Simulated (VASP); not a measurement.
Input of a VASP 6.6.1 run:

The input INCAR:

```
ALGO = Normal
DIPOL = 0.5 0.5 0.399
EDIFF = 1E-6
ENCUT = 520
GGA = PE
IDIPOL = 3
ISIF = 2
ISMEAR = 0
IVDW = 12
LASPH = True
LCHARG = False
LDIPOL = True
LREAL = False
LWAVE = False
NBANDS = 50
NELM = 100
PREC = Accurate
SIGMA = 0.05
```

File KPOINTS:

```
k-points
0
Gamma
  7 7 1
```

File POSCAR:

```
SnO
1.0
    3.8201630918      0.0000000000      0.0000000000
    0.0000000000      3.8201630918      0.0000000000
    0.0000000000      0.0000000000     22.2260821141
Sn O
4 4
Direct
    0.7500000000      0.2500000000      0.2024648328
    0.2500000000      0.7500000000      0.3087832134
    0.2500000000      0.7500000000      0.4887519537
   -0.2500000000      1.2500000000      0.5950703343
    0.2500000000      0.2500000000      0.2556240231
    0.7500000000      0.7500000000      0.2556240231
   -0.2500000000      0.7500000000      0.5419111440
    0.2500000000      1.2500000000      0.5419111440
```

Potentials or basis: VASP PAW PBE potentials, release 64 (Sn_d, O).

The run is started by

```console
$ cat potpaw_PBE.64/Sn_d/POTCAR potpaw_PBE.64/O/POTCAR > POTCAR
$ mpirun -np 1 vasp_std > vasp.out
```

(1) Estimate the band gap on the k mesh.

(2) Predict the largest force.

(3) Predict the dispersion energy per atom.

## Answers

(1) 2.21 eV, indirect (least direct gap 2.46 eV).

(2) 0.085 eV/Å.

(3) -0.157 eV.

Caveat: spin-orbit coupling is left out, which moves the levels of the heavy elements.
